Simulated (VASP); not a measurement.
The system is Pd.

```
CELL_PARAMETERS angstrom
2.75050 0.00000 0.00000
-1.37525 2.38200 0.00000
0.00000 0.00000 8.98313
ATOMIC_POSITIONS crystal
Pd 0.00000 0.00000 0.00000
Pd 0.00000 0.00000 0.50000
Pd 0.33333 0.66667 0.25000
Pd 0.66667 0.33333 0.75000
```

| Property | Result |
| --- | --- |
| Program | VASP 6.6.1 |
| Task | relaxation of cell and atoms |
| Functional | LDA |
| Potentials or basis | VASP PAW LDA potentials, release 64 (Pd) |
| Cutoff | 600 eV |
| k mesh | 13 × 13 × 4 |
| Occupations | fermi-dirac, width 0.1 eV |
| Spin | no spin polarisation |

At the start: pressure -7.0 GPa; volume 14.71 Å³/atom.

Q: Where does the relaxation end?

A: Over 9 steps the energy falls by 11.7 meV/atom and the volume is 14.22 Å³/atom (-3.4 %); space group P6_3/mmc (No. 194, to 0.05 Å).

The path:
```csv
step,energy change (eV),largest force (eV/Å),pressure (GPa),volume (Å³)
1,0.0000,0.0000,-6.98,58.85
2,0.1059,0.0000,15.73,53.56
3,-0.0457,0.0000,-0.10,56.89
4,-0.0457,0.0000,0.04,56.85
5,-0.0457,0.0000,0.20,56.81
6,-0.0466,0.0000,0.20,56.81
7,-0.0467,0.0000,0.20,56.82
8,-0.0467,0.0000,-0.35,56.95
9,-0.0468,0.0000,-0.01,56.87
```

Final structure:
```
Pd
1.0
     2.71090    0.00000    0.00000
    -1.35545    2.34771    0.00000
     0.00000    0.00000    8.93530
Pd
4
Direct
  0.00000 0.00000 0.00000
  0.00000 0.00000 0.50000
  0.33333 0.66667 0.25000
  0.66667 0.33333 0.75000
```
